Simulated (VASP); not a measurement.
# I (P-1) in VASP: single point with PBE

Aim: the single point of I with PBE.

All numbers are computed with VASP 6.6.1; they aren't measurements. Logs are shortened: lines on timing, memory, paths and dates and some standing lists are left out, and cuts for length are marked.

**1. The cell of the first run**

The typed cell holds 1 atom: a = 3.789 Å, b = 3.487 Å, c = 3.914 Å, α = 113.38°, β = 114.10°, γ = 107.56°.

**2. Single point, PBE**

INCAR reads:

```
PREC = Accurate ; ENCUT = 520
EDIFF = 1E-6 ; ISMEAR = -1
SIGMA = 0.05 ; LREAL = F
LASPH = T ; NELM = 100
ALGO = Normal ; ISIF = 2
LWAVE = F ; LCHARG = F
GGA = PE ; NBANDS = 10
```

KPOINTS reads:

```
regular mesh
0
Gamma
  9 10 9
```

POSCAR reads:

```
I
1.0
   -2.2399120100      2.0406045100      2.2754012200
    1.8440154800     -2.1717393000      2.0106394700
    2.2168823400      2.1487096300     -2.4065360000
I
1
Direct
    0.0000000000      0.0000000000      0.0000000000
```

Potentials or basis: VASP PAW PBE potentials, release 64 (I).

On the command line:

```console
$ cat potpaw_PBE.64/I/POTCAR > POTCAR
$ mpirun -np 1 vasp_std > vasp.out
```

OUTCAR:

```text
PREC = Accurate
   ENCUT = 520
   EDIFF = 1E-6
   ISMEAR = -1
   LREAL = F
   LASPH = T
   NELM = 100
   ISIF = 2
   GGA = PE

 ion  position               nearest neighbor table
   1  0.000  0.000  0.000-

  LATTYP: Found a triclinic cell.
 ALAT       =     3.3044115111
 B/A-ratio  =     1.6181062956
 C/A-ratio  =     1.1467368978
 COS(alpha) =     0.0161774355
 COS(beta)  =     0.3445988500
 COS(gamma) =     0.7739513329

  Lattice vectors:

 A1 = (  -1.8209858100,  -2.0175748400,  -1.8795046900)
 A2 = (  -3.6650012900,   0.1541644600,  -3.8901441600)
 A3 = (   2.2399120100,  -2.0406045100,  -2.2754012200)

Analysis of symmetry for initial positions (statically):
=====================================================================
 Subroutine PRICEL returns:
 Original cell was already a primitive cell.

 Routine SETGRP: Setting up the symmetry group for a
 triclinic supercell.

 Subroutine GETGRP returns: Found  2 space group operations
 (whereof  2 operations were pure point group operations)
 out of a pool of  2 trial point group operations.

The static configuration has the point symmetry S_2 .

Analysis of symmetry for dynamics (positions and initial velocities):
=====================================================================
 Subroutine PRICEL returns:
 Original cell was already a primitive cell.

 Routine SETGRP: Setting up the symmetry group for a
 triclinic supercell.

 Subroutine GETGRP returns: Found  2 space group operations
 (whereof  2 operations were pure point group operations)
 out of a pool of  2 trial point group operations.

The dynamic configuration has the point symmetry S_2 .

 Subroutine INISYM returns: Found  2 space group operations
 (whereof  2 operations are pure point group operations),
 and found     1 'primitive' translations

----------------------------------------------------------------------------------------

                                     Primitive cell

  volume of cell :      36.0923

  direct lattice vectors                    reciprocal lattice vectors
    -2.239912010  2.040604510  2.275401220     0.025104745  0.246452475  0.243174867
     1.844015480 -2.171739300  2.010639470     0.271524957  0.009590188  0.258689424
     2.216882340  2.148709630 -2.406536000     0.250593452  0.241035527  0.030521694

  length of vectors
[... 82 lines left out ...]
   EDIFFG = 0.1E-04   stopping-criterion for IOM
   NSW    =      0    number of steps for IOM
   IBRION =     -1    ionic relax: 0-MD 1-quasi-New 2-CG
   NFREE  =      0    steps in history (QN), initial steepest desc. (CG)
   ISIF   =      2    stress and relaxation
   ISYM   =      2    0-nonsym 1-usesym 2-fastsym
   POTIM  = 0.5000    time-step for ionic-motion
   TEBEG  =    0.0;   TEEND  =   0.0 temperature during run
   PSTRESS=    0.0 pullay stress
   NELECT =       7.0000    total number of electrons
   NUPDOWN=      -1.0000    fix difference up-down
   EMIN   =  10.00;   EMAX   =-10.00  energy-range for DOS
   EFERMI =   0.00;   METHOD = LEGACY
   ISMEAR =    -1;   SIGMA  =   0.05  broadening in eV -4-tet -1-fermi 0-gaus
   EFERMI_NEDOS =   21; number of points for ismear=-14 and -15
   IALGO  =     38    algorithm
   IMIX   =      4    mixing-type and parameters
     AMIX     =   0.40;   BMIX     =  1.00
     AMIX_MAG =   1.60;   BMIX_MAG =  1.00
  volume/ion in A,a.u.               =      36.09       243.56
  Fermi-wavevector in a.u.,A,eV,Ry     =   0.947624  1.790749 12.217905  0.897991
  Thomas-Fermi vector in A             =   2.075735
   LORBIT       =      0    0 simple, 1 ext, 2 COOP (PROOUT), +10 PAW based schemes
   GGA     = PE    functional components
   LHFCALC =     F    Hartree Fock is set to
   AEXX    =    0.0000 exact exchange contribution
   IVDW    =     0    specifies the selected vdW correction
   LEPSILON=     F    determine dielectric tensor
   LRPA    =     F    only Hartree local field effects (RPA)
 non-spin polarized calculation
  energy-cutoff  :      520.00
  volume of cell :       36.09
 maximum number of plane-waves:       993
   NGX = 15   NGY = 13   NGZ = 15

 number of electron       7.0000000 magnetization

 Free energy of the ion-electron system (eV)
  ---------------------------------------------------
  ext. energy  EPLUGINS =         0.00000000
  ---------------------------------------------------
  free energy    TOTEN  =        -1.20563450 eV

  energy without entropy =       -1.19612000  energy(sigma->0) =       -1.20087725

 E-fermi :   4.2125     XC(G=0):  -8.9357

 val. band max:        4.2085697279   @ k =   0.0000  -0.1000   0.3333
 cond. band min:       4.2143058570   @ k =   0.1111  -0.3000   0.3333
 fundamental gap:      0.0057361291
 Fermi energy:         4.2125317305

 k-point     1 :       0.0000    0.0000    0.0000
  band No.  band energies     occupation
      1      -9.2381      2.00000
      2       4.2510      0.63345
      3       4.9064      0.00000
      4       5.8215      0.00000
      5      10.6801      0.00000
      6      12.9005      0.00000
      7      13.4849      0.00000
      8      15.0921      0.00000
      9      16.5757      0.00000
     10      16.6525      0.00000
[... 287 lines left out ...]
 k-point    24 :      -0.0000    0.3000   -0.0000
  band No.  band energies     occupation
      1      -8.0460      2.00000
      2       1.6012      2.00000
      3       3.1844      2.00000
      4       4.4170      0.03293
      5      10.4373      0.00000
      6      12.1019      0.00000
      7      13.7799      0.00000
      8      14.4750      0.00000
      9      17.4144      0.00000
     10      18.8355      0.00000

 [... further k-points ...]

------------------------ aborting loop because EDIFF is reached ----------------------------------------

  FORCE on cell =-STRESS in cart. coord.  units (eV):
  Direction    XX          YY          ZZ          XY          YZ          ZX
  --------------------------------------------------------------------------------------
  -------------------------------------------------------------------------------------
  Total        0.1716887     -0.1035777     -0.0774313     -0.1022358      0.0090783     -0.9041409
  in kB        7.6214492     -4.5979267     -3.4372587     -4.5383600      0.4029962    -40.1358019
  external PRESSURE =      -0.1379121 kB  Pullay stress =       0.0000000 kB

 VOLUME and BASIS-vectors are now :
 -----------------------------------------------------------------------------
  energy-cutoff  :      520.00
  volume of cell :       36.09
      direct lattice vectors                 reciprocal lattice vectors
    -2.239912010  2.040604510  2.275401220     0.025104745  0.246452475  0.243174867
     1.844015480 -2.171739300  2.010639470     0.271524957  0.009590188  0.258689424
     2.216882340  2.148709630 -2.406536000     0.250593452  0.241035527  0.030521694

 POSITION                                       TOTAL-FORCE (eV/Angst)
 -----------------------------------------------------------------------------------
      0.00000      0.00000      0.00000         0.000000      0.000000      0.000000
 -----------------------------------------------------------------------------------
    total drift:                               -0.000000      0.000000      0.000000

  FREE ENERGIE OF THE ION-ELECTRON SYSTEM (eV)
  ---------------------------------------------------
  free  energy   TOTEN  =        -1.2056344984 eV

  energy  without entropy=       -1.1961199981  energy(sigma->0) =       -1.20087725
```

OSZICAR:

```text
N       E                     dE             d eps       ncg     rms          rms(c)
DAV:   1     0.201071401265E+02    0.20107E+02   -0.24932E+03  8136   0.496E+02
DAV:   2    -0.406657506583E+00   -0.20514E+02   -0.19939E+02 10396   0.837E+01
DAV:   3    -0.122074663585E+01   -0.81409E+00   -0.80137E+00 10420   0.167E+01
DAV:   4    -0.122739907379E+01   -0.66524E-02   -0.66509E-02 10122   0.185E+00
DAV:   5    -0.122748201859E+01   -0.82945E-04   -0.82943E-04 10074   0.189E-01    0.394E+00
DAV:   6    -0.120923562437E+01    0.18246E-01   -0.17667E-02  9192   0.612E-01    0.243E+00
DAV:   7    -0.120590000814E+01    0.33356E-02   -0.22691E-02  9142   0.716E-01    0.345E-01
DAV:   8    -0.120564447532E+01    0.25553E-03   -0.20802E-03  8786   0.237E-01    0.468E-02
DAV:   9    -0.120563379618E+01    0.10679E-04   -0.52791E-05  9664   0.448E-02    0.251E-02
DAV:  10    -0.120563449841E+01   -0.70224E-06   -0.36916E-06  9864   0.118E-02
   1 F= -.12056345E+01 E0= -.12008772E+01  d E =-.951450E-02
```

Run time: 1.7 min. Hardware: 1 thread of Intel Xeon 8259CL, shared host; peak memory 0.27 GiB.

What came out:

```
Free energy            : -1.2056 eV
Pressure               : 0.0 GPa
Band gap on the k mesh : zero (an odd number of electrons rules out a gap without spin polarisation)
```

Stress tensor (GPa, compression positive):
```
 0.76 -0.45 -4.01
-0.45 -0.46  0.04
-4.01  0.04 -0.34
```

Caveat: spin-orbit coupling is left out, which moves the levels of the heavy elements; an odd number of electrons without spin polarisation forces a metal; a magnetic or distorted state may lie lower.
